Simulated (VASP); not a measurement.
C:

```
C
1.0
     2.50320    0.00000    0.00000
    -1.25160    2.16783    0.00000
     0.00000    0.00000    4.16887
C
4
Direct
  0.33333 0.66667 0.00023
  0.66667 0.33333 0.50023
  0.33333 0.66667 0.37477
  0.66667 0.33333 0.87477
```

Base run:

| Item | Value |
| --- | --- |
| Program | VASP 6.6.1 |
| Functional | PBE |
| Potentials or basis | VASP PAW PBE potentials, release 64 (C) |
| Cutoff | 520 eV |
| k mesh | 9 × 9 × 6 |
| Occupations | gaussian, width 0.01 eV |
| Spin | no spin polarisation |

Its results: band gap on the k mesh 3.31 eV, indirect (least direct gap 4.99 eV); pressure 4.8 GPa; largest force 0.016 eV/Å.

Question: The run is repeated on the same cell with these changes: functional from PBE to r2SCAN. What comes out?

Answer: Band gap on the k mesh 3.56 eV, indirect (least direct gap 5.19 eV); pressure 1.0 GPa; largest force 0.009 eV/Å.

r2SCAN gives the wider gap, since meta-GGAs in the generalised Kohn-Sham scheme recover part of the derivative discontinuity.

Caveats: the PAW data sets were made with another functional, which shifts forces and pressure a little (some runs).

A k mesh can miss the band edges.
